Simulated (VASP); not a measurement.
BaTiO3, 5 atoms in the cell. The structure is tetragonal, space group P4/mmm (No. 123). Conventional cell: a = 3.869 Å, b = 3.869 Å, c = 4.256 Å, α = 90.00°, β = 90.00°, γ = 90.00°. Ba (site symmetry 4/mmm) has 12 O at 2.74 to 2.88 Å and 8 Ti at 3.47 Å within 3.6 Å. Ti (site symmetry 4/mmm) has 6 O at 1.93 to 2.13 Å within 2.6 Å. Within 2.9 Å of O (site symmetry 4/mmm) lie 2 Ti at 2.13 Å and 4 Ba at 2.74 Å and 8 O at 2.88 Å. Within 2.6 Å of O (site symmetry mmm) lie 2 Ti at 1.93 Å.  This cell differs from its parent crystal: ratio of the length along z to the lengths across it x 1.1, volume and fractional coordinates fixed.

- Program: VASP 6.6.1
- Task: single point
- Functional: r2SCAN
- Potentials or basis: VASP PAW PBE potentials, release 64 (Ba_sv, Ti_sv, O)
- Cutoff: 520 eV
- k mesh: 8 × 8 × 8
- Occupations: gaussian, width 0.05 eV
- Spin: no spin polarisation
- Dipole correction: no
- Further INCAR settings: ALGO = Normal; EDIFF = 1e-07; NBANDS = 28

Potentials or basis: VASP PAW PBE potentials, release 64 (Ba_sv, Ti_sv, O).

Command:

```sh
$ cat potpaw_PBE.64/Ba_sv/POTCAR potpaw_PBE.64/Ti_sv/POTCAR potpaw_PBE.64/O/POTCAR > POTCAR
$ cp INCAR.step1 INCAR
$ mpirun -np 1 vasp_std > vasp.out
$ cp INCAR.step2 INCAR
$ mpirun -np 1 vasp_std > vasp.out
```

Hardware: 1 thread of Intel Xeon 8259CL, on a shared host.

Question: Estimate the wall time of this run.

Answer: It took 11 min on 1 thread of Intel Xeon 8259CL, with other jobs on the host, peak memory 0.27 GiB. Counts: k points 75.
